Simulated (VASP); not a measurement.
Cu5Mo:

```xyz
6
Lattice="2.6400 0.0000 0.0000 -1.3200 2.2863 0.0000 0.0000 0.0000 12.9300" Properties=species:S:1:pos:R:3 pbc="T T T"
Cu    1.3200    0.7621   10.7750
Cu    0.0000    1.5242    8.6200
Cu    0.0000    1.5242    2.1550
Cu    1.3200    0.7621    4.3100
Cu    0.0000    0.0000    6.4650
Mo    0.0000    0.0000    0.0000
```

```yaml
Program: VASP 6.6.1
Task: relaxation of cell and atoms
Functional: PBE
Potentials_or_basis: VASP PAW PBE potentials, release 64 (Cu, Mo_sv)
Cutoff: 600 eV
k_mesh: 7 × 7 × 2
Occupations: gaussian, width 0.2 eV
Spin: no spin polarisation
```

At the start: pressure 1.3 GPa; volume 13.01 Å³/atom.

Question: Where does the relaxation end?

Answer: Over 9 steps the energy falls by 22.5 meV/atom and the volume is 12.96 Å³/atom (-0.4 %); space group P-3m1 (No. 164, to 0.1 Å) before and after.

Step by step:
| step | energy change (eV) | largest force (eV/Å) | pressure (GPa) | volume (Å³) |
| --- | --- | --- | --- | --- |
| 1 | 0.0000 | 0.9895 | 1.28 | 78.04 |
| 2 | -0.0689 | 0.4832 | -1.89 | 79.22 |
| 3 | -0.0775 | 0.2727 | -2.91 | 79.80 |
| 4 | -0.1140 | 0.2904 | 0.76 | 77.48 |
| 5 | -0.1140 | 0.2885 | 0.47 | 77.53 |
| 6 | -0.1258 | 0.2139 | 0.43 | 77.53 |
| 7 | -0.1331 | 0.0596 | 0.17 | 77.51 |
| 8 | -0.1333 | 0.0804 | 0.17 | 77.52 |
| 9 | -0.1351 | 0.0168 | 0.14 | 77.74 |

Final structure:
```xyz
6
Lattice="2.6416 0.0000 0.0000 -1.3208 2.2877 0.0000 0.0000 0.0000 12.8643" Properties=species:S:1:pos:R:3 pbc="T T T"
Cu    1.3208    0.7626   10.5807
Cu    0.0000    1.5252    8.5067
Cu    0.0000    1.5252    2.2836
Cu    1.3208    0.7626    4.3576
Cu    0.0000    0.0000    6.4321
Mo    0.0000    0.0000    0.0000
```

Caveat: the k points lie up to 0.39 Å⁻¹ apart in the final cell, too coarse for converged energies and pressures of a metal.
